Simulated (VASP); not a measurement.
Here is a VASP 6.6.1 calculation.

The input INCAR:

```
SYSTEM = Hg
PREC = Accurate ; ENCUT = 520
EDIFF = 1E-7 ; ISMEAR = 0
SIGMA = 0.15 ; LREAL = .FALSE.
LASPH = .TRUE. ; NELM = 100
ALGO = Fast ; ISIF = 2
LWAVE = .FALSE. ; LCHARG = .TRUE.
GGA = PS ; IVDW = 12
LELF = .TRUE. ; LVHAR = .TRUE.
NBANDS = 19
```

Contents of KPOINTS:

```
Automatic mesh
0
G
  18 18 10
  0 0 0
```

Contents of POSCAR:

```
Hg
1.0
    3.1945105809      0.0000000000      0.0000000000
   -1.5972552905      2.7665273158      0.0000000000
    0.0000000000      0.0000000000      5.2239831530
Hg
2
Direct
    0.6666666667      0.3333333333      0.7500000000
    0.3333333333      0.6666666667      0.2500000000
```

Potentials or basis: VASP PAW PBE potentials, release 64 (Hg).

Launch:

```sh
$ cat potpaw_PBE.64/Hg/POTCAR > POTCAR
$ mpirun -np 1 vasp_std > vasp.out
```

(1) What does it give for the dispersion energy per atom?

(2) Predict the pressure.

(3) Estimate the band gap on the k mesh.

Answers

(1) -0.432 eV.

(2) -1.9 GPa.

(3) zero (bands 12 and 13 overlap by 1.66 eV).

Caveat: the PAW data sets were made with another functional, which shifts forces and pressure a little; spin-orbit coupling is left out, which moves the levels of the heavy elements.
